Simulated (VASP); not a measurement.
# CeCr2B2C (P4/mmm) in VASP: further runs

The runs below take CeCr2B2C through single point, with r2SCAN.

Program: VASP 6.6.1. These are calculated values, not measurements. Logs are shortened: lines on timing, memory, paths and dates and some standing lists are left out, and cuts for length are marked.

### 1 The cell of the first run

The structure is tetragonal, space group P4/mmm (No. 123). The conventional cell has a = 3.763 Å, b = 3.763 Å, c = 4.956 Å, α = 90.00°, β = 90.00°, γ = 90.00°. Ce (site symmetry 4/mmm) has 2 C at 2.48 Å and 8 B at 2.88 Å and 8 Cr at 3.11 Å within 3.3 Å. B (site symmetry 4mm) has 2 B at 2.22 to 2.74 Å and 4 Cr at 2.33 Å and 4 Ce at 2.88 Å and 4 C at 2.99 Å within 3.0 Å. Within 2.5 Å of Cr (site symmetry mmm) lie 2 C at 1.88 Å and 4 B at 2.33 Å. Within 2.5 Å of C (site symmetry 4/mmm) lie 4 Cr at 1.88 Å and 2 Ce at 2.48 Å.

### 2 Single point, r2SCAN

File POSCAR:

```
CeCr2B2C
1.0
    3.7628760000      0.0000000000      0.0000000000
    0.0000000000      3.7628760000      0.0000000000
    0.0000000000      0.0000000000      4.9562350000
Ce B Cr C
1 2 2 1
Direct
    0.0000000000      0.0000000000      0.0000000000
    0.5000000000      0.5000000000      0.2240000000
    0.5000000000      0.5000000000      0.7760000000
    0.0000000000      0.5000000000      0.5000000000
    0.5000000000      0.0000000000      0.5000000000
    0.0000000000      0.0000000000      0.5000000000
```

File INCAR.step1:

```
SYSTEM = CeCr2B2C
PREC = Accurate ; ENCUT = 520
ISMEAR = -1 ; SIGMA = 0.1
LREAL = .False. ; LASPH = .True.
NELM = 80 ; NBANDS = 32
GGA = PE ; ALGO = Normal
EDIFF = 1E-4 ; LWAVE = .True.
LCHARG = .False.
```

File INCAR.step2:

```
SYSTEM = CeCr2B2C
PREC = Accurate ; ENCUT = 520
EDIFF = 1E-6 ; ISMEAR = -1
SIGMA = 0.1 ; LREAL = .False.
LASPH = .True. ; NELM = 80
ALGO = Normal ; ISIF = 2
LWAVE = .False. ; LCHARG = .True.
METAGGA = R2SCAN ; LMIXTAU = .True.
LELF = .True. ; LVHAR = .True.
NBANDS = 32 ; ISTART = 1
```

File KPOINTS:

```
Automatic mesh
0
Gamma
  5 5 4
  0 0 0
```

Potentials or basis: VASP PAW PBE potentials, release 64 (Ce, B, Cr_pv, C).

Command:

```
$ cat potpaw_PBE.64/Ce/POTCAR potpaw_PBE.64/B/POTCAR potpaw_PBE.64/Cr_pv/POTCAR potpaw_PBE.64/C/POTCAR > POTCAR
$ cp INCAR.step1 INCAR
$ mpirun -np 1 vasp_std > vasp.out
$ cp INCAR.step2 INCAR
$ mpirun -np 1 vasp_std > vasp.out
```

OUTCAR:

```text
SYSTEM = CeCr2B2C
   PREC = Accurate
   ENCUT = 520
   EDIFF = 1E-6
   ISMEAR = -1
   LREAL = .False.
   LASPH = .True.
   NELM = 80
   ISIF = 2
   METAGGA = R2SCAN
   ISTART = 1

 ion  position               nearest neighbor table
   1  0.000  0.000  0.000-   6 2.48   6 2.48   4 3.11   4 3.11   5 3.11   5 3.11   4 3.11   4 3.11
                             5 3.11   5 3.11
   2  0.500  0.500  0.224-   4 2.33   5 2.33   5 2.33   4 2.33
   3  0.500  0.500  0.776-   4 2.33   5 2.33   5 2.33   4 2.33
   4  0.000  0.500  0.500-   6 1.88   6 1.88   2 2.33   3 2.33   2 2.33   3 2.33   5 2.66   5 2.66
                             5 2.66   5 2.66   1 3.11   1 3.11   1 3.11   1 3.11
   5  0.500  0.000  0.500-   6 1.88   6 1.88   2 2.33   2 2.33   3 2.33   3 2.33   4 2.66   4 2.66
                             4 2.66   4 2.66   1 3.11   1 3.11   1 3.11   1 3.11
   6  0.000  0.000  0.500-   4 1.88   5 1.88   4 1.88   5 1.88   1 2.48   1 2.48

  LATTYP: Found a simple tetragonal cell.
 ALAT       =     3.7628760000
 C/A-ratio  =     1.3171401343

  Lattice vectors:

 A1 = (   3.7628760000,   0.0000000000,   0.0000000000)
 A2 = (   0.0000000000,   3.7628760000,   0.0000000000)
 A3 = (   0.0000000000,   0.0000000000,   4.9562350000)

Analysis of symmetry for initial positions (statically):
=====================================================================
 Subroutine PRICEL returns:
 Original cell was already a primitive cell.

 Routine SETGRP: Setting up the symmetry group for a
 simple tetragonal supercell.

 Subroutine GETGRP returns: Found 16 space group operations
 (whereof 16 operations were pure point group operations)
 out of a pool of 16 trial point group operations.

The static configuration has the point symmetry D_4h.

Analysis of symmetry for dynamics (positions and initial velocities):
=====================================================================
 Subroutine PRICEL returns:
 Original cell was already a primitive cell.

 Routine SETGRP: Setting up the symmetry group for a
 simple tetragonal supercell.

 Subroutine GETGRP returns: Found 16 space group operations
 (whereof 16 operations were pure point group operations)
 out of a pool of 16 trial point group operations.

The dynamic configuration has the point symmetry D_4h.

 Subroutine INISYM returns: Found 16 space group operations
 (whereof 16 operations are pure point group operations),
 and found     1 'primitive' translations

----------------------------------------------------------------------------------------

                                     Primitive cell

  volume of cell :      70.1765

  direct lattice vectors                    reciprocal lattice vectors
     3.762876000  0.000000000  0.000000000     0.265754173  0.000000000  0.000000000
     0.000000000  3.762876000  0.000000000     0.000000000  0.265754173  0.000000000
     0.000000000  0.000000000  4.956235000     0.000000000  0.000000000  0.201766058

  length of vectors
     3.762876000  3.762876000  4.956235000     0.265754173  0.265754173  0.201766058

  position of ions in fractional coordinates (direct lattice)
     0.000000000  0.000000000  0.000000000
     0.500000000  0.500000000  0.224000000
     0.500000000  0.500000000  0.776000000
     0.000000000  0.500000000  0.500000000
     0.500000000  0.000000000  0.500000000
     0.000000000  0.000000000  0.500000000

  ion indices of the primitive-cell ions
   primitive index   ion index
                 1           1
                 2           2
                 3           3
                 4           4
                 5           5
                 6           6

----------------------------------------------------------------------------------------

 KPOINTS: Automatic mesh

Automatic generation of k-mesh.
 Grid dimensions read from file:
 generate k-points for:    5    5    4

 Generating k-lattice:

  Cartesian coordinates                     Fractional coordinates (reciprocal lattice)
     0.053150835  0.000000000  0.000000000     0.200000000  0.000000000  0.000000000
     0.000000000  0.053150835  0.000000000     0.000000000  0.200000000  0.000000000
     0.000000000  0.000000000  0.050441515     0.000000000  0.000000000  0.250000000

  Length of vectors
     0.053150835  0.053150835  0.050441515

  Shift w.r.t. Gamma in fractional coordinates (k-lattice)
     0.000000000  0.000000000  0.000000000

 Subroutine IBZKPT returns following result:
 ===========================================

 Found     18 irreducible k-points:

 Following reciprocal coordinates:
            Coordinates               Weight
  0.000000  0.000000  0.000000      1.000000
  0.200000  0.000000  0.000000      4.000000
  0.400000  0.000000  0.000000      4.000000
  0.200000  0.200000  0.000000      4.000000
  0.400000  0.200000  0.000000      8.000000
  0.400000  0.400000  0.000000      4.000000
[... 10 lines left out ...]
  0.400000  0.200000  0.500000      8.000000
  0.400000  0.400000  0.500000      4.000000
   k-points           NKPTS =     18   k-points in BZ     NKDIM =     18   number of bands    NBANDS=     32
   number of dos      NEDOS =    301   number of ions     NIONS =      6
   total plane-waves  NPLWV =  31360
   dimension x,y,z NGX =    28 NGY =   28 NGZ =   40
   dimension x,y,z NGXF=    56 NGYF=   56 NGZF=   80
   ions per type =               1   2   2   1
   NGX,Y,Z   is equivalent  to a cutoff of  12.37, 12.37, 13.42 a.u.
   NGXF,Y,Z  is equivalent  to a cutoff of  24.74, 24.74, 26.83 a.u.
 SYSTEM =  CeCr2B2C
   PREC   = accura    normal or accurate (medium, high low for compatibility)
   ISTART =      1    job   : 0-new  1-cont  2-samecut
   ICHARG =      0    charge: 1-file 2-atom 10-const
   ISPIN  =      1    spin polarized calculation?
   LNONCOLLINEAR =      F non collinear calculations
   LSORBIT =      F    spin-orbit coupling
   LASPH  =      T    aspherical Exc in radial PAW
   ENCUT  =  520.0 eV  38.22 Ry    6.18 a.u.   7.00  7.00  9.22*2*pi/ulx,y,z
   NELM   =     80;   NELMIN=  2; NELMDL=  0     # of ELM steps
   EDIFF  = 0.1E-05   stopping-criterion for ELM
   LREAL  =      F    real-space projection
   EDIFFG = 0.1E-04   stopping-criterion for IOM
   NSW    =      0    number of steps for IOM
   IBRION =     -1    ionic relax: 0-MD 1-quasi-New 2-CG
   NFREE  =      0    steps in history (QN), initial steepest desc. (CG)
   ISIF   =      2    stress and relaxation
   ISYM   =      2    0-nonsym 1-usesym 2-fastsym
   POTIM  = 0.5000    time-step for ionic-motion
   TEBEG  =    0.0;   TEEND  =   0.0 temperature during run
   PSTRESS=    0.0 pullay stress
   NELECT =      46.0000    total number of electrons
   NUPDOWN=      -1.0000    fix difference up-down
   EMIN   =  10.00;   EMAX   =-10.00  energy-range for DOS
   EFERMI =   0.00;   METHOD = LEGACY
   ISMEAR =    -1;   SIGMA  =   0.10  broadening in eV -4-tet -1-fermi 0-gaus
   EFERMI_NEDOS =   21; number of points for ismear=-14 and -15
   IALGO  =     38    algorithm
   IMIX   =      4    mixing-type and parameters
     AMIX     =   0.40;   BMIX     =  1.00
     AMIX_MAG =   1.60;   BMIX_MAG =  1.00
  volume/ion in A,a.u.               =      11.70        78.93
  Fermi-wavevector in a.u.,A,eV,Ry     =   1.422100  2.687380 27.516002  2.022369
  Thomas-Fermi vector in A             =   2.542840
   LORBIT       =      0    0 simple, 1 ext, 2 COOP (PROOUT), +10 PAW based schemes
   METAGGA = R2SCAN    functional components
   LHFCALC =     F    Hartree Fock is set to
   AEXX    =    0.0000 exact exchange contribution
   IVDW    =     0    specifies the selected vdW correction
   LEPSILON=     F    determine dielectric tensor
   LRPA    =     F    only Hartree local field effects (RPA)
 non-spin polarized calculation
  energy-cutoff  :      520.00
  volume of cell :       70.18
 maximum number of plane-waves:      1910
 NGX is ok and might be reduce to    28
   NGX = 13   NGY = 13   NGZ = 19

 number of electron      45.9999995 magnetization

 Free energy of the ion-electron system (eV)
  ---------------------------------------------------
  ext. energy  EPLUGINS =         0.00000000
  ---------------------------------------------------
  free energy    TOTEN  =       -86.23531640 eV

  energy without entropy =      -86.06951626  energy(sigma->0) =      -86.15241633

 E-fermi :   8.8512     XC(G=0): -13.3410

 val. band max:        8.8447612473   @ k =   0.0000   0.0000   0.2500
 cond. band min:       8.8523005216   @ k =   0.4000   0.0000   0.5000
 fundamental gap:      0.0075392743
 Fermi energy:         8.8512418302

 k-point     1 :       0.0000    0.0000    0.0000
  band No.  band energies     occupation
      1     -36.0562      2.00000
      2     -36.0562      2.00000
      3     -35.7281      2.00000
      4     -35.6475      2.00000
      5     -35.5642      2.00000
      6     -35.5641      2.00000
[... 24 lines left out ...]
     31      10.2108      0.00000
     32      11.2344      0.00000

 k-point     2 :       0.2000    0.0000    0.0000
  band No.  band energies     occupation
      1     -36.0411      2.00000
      2     -36.0383      2.00000
      3     -35.7201      2.00000
      4     -35.6548      2.00000
      5     -35.5862      2.00000
      6     -35.5825      2.00000
[... 24 lines left out ...]
     31      10.1206      0.00001
     32      10.6000      0.00000

 k-point     3 :       0.4000    0.0000    0.0000
  band No.  band energies     occupation
      1     -36.0128      2.00000
      2     -36.0058      2.00000
      3     -35.6993      2.00000
      4     -35.6743      2.00000
      5     -35.6254      2.00000
      6     -35.6157      2.00000
[... 24 lines left out ...]
     31      10.1030      0.00001
     32      10.2550      0.00000

 k-point     4 :       0.2000    0.2000    0.0000
  band No.  band energies     occupation
      1     -36.1064      2.00000
      2     -35.9498      2.00000
      3     -35.7134      2.00000
      4     -35.6649      2.00000
      5     -35.6606      2.00000
      6     -35.5323      2.00000
[... 24 lines left out ...]
     31      10.1486      0.00000
     32      10.2677      0.00000

 k-point     5 :       0.4000    0.2000    0.0000
  band No.  band energies     occupation
      1     -36.1359      2.00000
      2     -35.8791      2.00000
      3     -35.7292      2.00000
      4     -35.6965      2.00000
      5     -35.6763      2.00000
      6     -35.5180      2.00000
[... 374 lines left out ...]
     31      10.2442      0.00000
     32      10.8145      0.00000

 k-point    16 :       0.2000    0.2000    0.5000
  band No.  band energies     occupation
      1     -36.1061      2.00000
      2     -35.9498      2.00000
      3     -35.7145      2.00000
      4     -35.6649      2.00000
      5     -35.6608      2.00000
      6     -35.5323      2.00000
[... 24 lines left out ...]
     31      10.2520      0.00000
     32      10.2603      0.00000

 k-point    17 :       0.4000    0.2000    0.5000
  band No.  band energies     occupation
      1     -36.1354      2.00000
      2     -35.8791      2.00000
      3     -35.7292      2.00000
      4     -35.6971      2.00000
      5     -35.6766      2.00000
      6     -35.5180      2.00000
[... 24 lines left out ...]
     31      10.1477      0.00000
     32      10.6448      0.00000

 k-point    18 :       0.4000    0.4000    0.5000
  band No.  band energies     occupation
      1     -36.2119      2.00000
      2     -35.7988      2.00000
      3     -35.7963      2.00000
      4     -35.6900      2.00000
      5     -35.6821      2.00000
      6     -35.4584      2.00000
[... 24 lines left out ...]
     31      10.0110      0.00002
     32      10.2124      0.00000

------------------------ aborting loop because EDIFF is reached ----------------------------------------

  FORCE on cell =-STRESS in cart. coord.  units (eV):
  Direction    XX          YY          ZZ          XY          YZ          ZX
  --------------------------------------------------------------------------------------
  -------------------------------------------------------------------------------------
  Total       -0.4360850     -0.4360850      0.2527360      0.0000000      0.0000000      0.0000000
  in kB       -9.9561189     -9.9561189      5.7701352      0.0000000      0.0000000      0.0000000
  external PRESSURE =      -4.7140342 kB  Pullay stress =       0.0000000 kB

 VOLUME and BASIS-vectors are now :
 -----------------------------------------------------------------------------
  energy-cutoff  :      520.00
  volume of cell :       70.18
      direct lattice vectors                 reciprocal lattice vectors
     3.762876000  0.000000000  0.000000000     0.265754173  0.000000000  0.000000000
     0.000000000  3.762876000  0.000000000     0.000000000  0.265754173  0.000000000
     0.000000000  0.000000000  4.956235000     0.000000000  0.000000000  0.201766058

 POSITION                                       TOTAL-FORCE (eV/Angst)
 -----------------------------------------------------------------------------------
      0.00000      0.00000      0.00000         0.000000      0.000000      0.000000
      1.88144      1.88144      1.11020        -0.000000     -0.000000     -0.196050
      1.88144      1.88144      3.84604         0.000000     -0.000000      0.196050
      0.00000      1.88144      2.47812         0.000000      0.000000      0.000000
      1.88144      0.00000      2.47812         0.000000      0.000000      0.000000
      0.00000      0.00000      2.47812         0.000000      0.000000      0.000000
 -----------------------------------------------------------------------------------
    total drift:                                0.000000     -0.000000      0.000000

  FREE ENERGIE OF THE ION-ELECTRON SYSTEM (eV)
  ---------------------------------------------------
  free  energy   TOTEN  =       -86.2353164009 eV

  energy  without entropy=      -86.0695162575  energy(sigma->0) =      -86.15241633
```

Run time: 3.7 min. Hardware: 1 thread of AMD EPYC 7R43 (Zen 3), shared host; peak memory 0.18 GiB.

Results:

| Quantity | Value |
| --- | --- |
| Free energy | -86.2353 eV |
| Pressure | -0.5 GPa |
| Largest force | 0.196 eV/Å |
| Band gap on the k mesh | zero (bands 23 and 24 overlap by 0.31 eV) |

Forces on the atoms (eV/Å):
```
Ce   0.000  0.000  0.000
B    0.000  0.000 -0.196
B    0.000  0.000  0.196
Cr   0.000  0.000  0.000
Cr   0.000  0.000  0.000
C    0.000  0.000  0.000
```

Stress tensor (GPa, compression positive):
```
-1.00  0.00  0.00
 0.00 -1.00  0.00
 0.00  0.00  0.58
```

Levels at points of the mesh, in eV from the Fermi level:
```
           k point  band 21  band 22  band 23  band 24  band 25  band 26
(0.00, 0.00, 0.00)    -0.86    -0.26     0.22     0.22     0.37     0.37
(0.00, 0.00, 0.50)    -0.44    -0.03    -0.03     0.08     0.78     1.03
```

Caveat: the PAW data sets were made with another functional, which shifts forces and pressure a little; spin-orbit coupling is left out, which moves the levels of the heavy elements; the run has no spin polarisation, though such a crystal can be magnetic; semilocal functionals describe open f shells poorly, which spoils levels, moments and volumes. Spin polarisation is off, so any magnetic state and its effect on volume and gap are missing.

### 3 Single point, r2SCAN

POSCAR is that of step 2.

File INCAR.step1:

```
SYSTEM = CeCr2B2C
PREC = Accurate
ENCUT = 520
ISMEAR = -1
SIGMA = 0.1
LREAL = .False.
LASPH = .True.
NELM = 100
NBANDS = 32
GGA = PE
ALGO = Normal
EDIFF = 1E-4
LWAVE = .True.
LCHARG = .False.
```

File INCAR.step2:

```
SYSTEM = CeCr2B2C
PREC = Accurate
ENCUT = 520
EDIFF = 1E-6
ISMEAR = -1
SIGMA = 0.1
LREAL = .False.
LASPH = .True.
NELM = 100
ALGO = Normal
ISIF = 2
LWAVE = .False.
LCHARG = .True.
METAGGA = R2SCAN
LMIXTAU = .True.
LELF = .True.
LVHAR = .True.
NBANDS = 32
ISTART = 1
```

File KPOINTS:

```
Automatic mesh
0
Gamma
  5 5 4
  0.5 0.5 0.5
```

Potentials or basis: VASP PAW PBE potentials, release 64 (Ce, B, Cr_pv, C).

Command:

```
$ cat potpaw_PBE.64/Ce/POTCAR potpaw_PBE.64/B/POTCAR potpaw_PBE.64/Cr_pv/POTCAR potpaw_PBE.64/C/POTCAR > POTCAR
$ cp INCAR.step1 INCAR
$ mpirun -np 1 vasp_std > vasp.out
$ cp INCAR.step2 INCAR
$ mpirun -np 1 vasp_std > vasp.out
```

Wall time 2.7 min (1 thread of AMD EPYC 7R43 (Zen 3), shared host); peak memory 0.17 GiB.

The run converged. Its results:

* Free energy: -86.2255 eV
* Pressure: -0.5 GPa
* Largest force: 0.273 eV/Å
* Band gap on the k mesh: zero (bands 23 and 24 overlap by 0.19 eV)

Forces on the atoms (eV/Å):
```
Ce   0.000  0.000  0.000
B    0.000  0.000 -0.273
B    0.000  0.000  0.273
Cr   0.000  0.000  0.000
Cr   0.000  0.000  0.000
C    0.000  0.000  0.000
```

Stress tensor (GPa, compression positive):
```
-1.15  0.00  0.00
 0.00 -1.15  0.00
 0.00  0.00  0.95
```

Levels at points of the mesh, in eV from the Fermi level:
| k point | band 19 | band 20 | band 21 | band 22 | band 23 | band 24 | band 25 | band 26 | band 27 | band 28 |
| --- | --- | --- | --- | --- | --- | --- | --- | --- | --- | --- |
| (0.10, 0.10, 0.12) | -2.31 | -1.51 | -1.17 | -0.28 | 0.04 | 0.39 | 0.41 | 0.54 | 0.69 | 0.92 |

Caveat: the PAW data sets were made with another functional, which shifts forces and pressure a little; spin-orbit coupling is left out, which moves the levels of the heavy elements; the run has no spin polarisation, though such a crystal can be magnetic; semilocal functionals describe open f shells poorly, which spoils levels, moments and volumes.

[end of part 1 of 2]
